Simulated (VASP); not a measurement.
Here is a VASP 6.6.1 calculation.

Contents of INCAR:

```
PREC = Accurate
ENCUT = 500
EDIFF = 1E-6
ISMEAR = 0
SIGMA = 0.01
LREAL = False
LASPH = True
NELM = 120
ALGO = Normal
ISIF = 2
LWAVE = False
LCHARG = False
GGA = PE
NBANDS = 16
GGA_COMPAT = False
```

The input KPOINTS:

```
Automatic mesh
0
Gamma
  10 10 10
```

The input POSCAR:

```
InAs
1.0
    0.0000000000      3.0407907419      3.0407907419
    3.0407907419      0.0000000000      3.0407907419
    3.0407907419      3.0407907419      0.0000000000
In As
1 1
Direct
    0.0000000000      0.0000000000      0.0000000000
    0.2500000000      0.2500000000      0.2500000000
```

Potentials or basis: VASP PAW PBE potentials, release 64 (In_d, As).

Run with:

```console
$ cat potpaw_PBE.64/In_d/POTCAR potpaw_PBE.64/As/POTCAR > POTCAR
$ mpirun -np 1 vasp_std > vasp.out
```

Q: What does it give for the pressure?

A: 2.9 GPa.

Q: Estimate the band gap on the k mesh.

A: Zero (filled and empty bands touch).

Caveat: semilocal functionals underestimate gaps, and a narrow one can read as zero; spin-orbit coupling is left out, which moves the levels of the heavy elements.
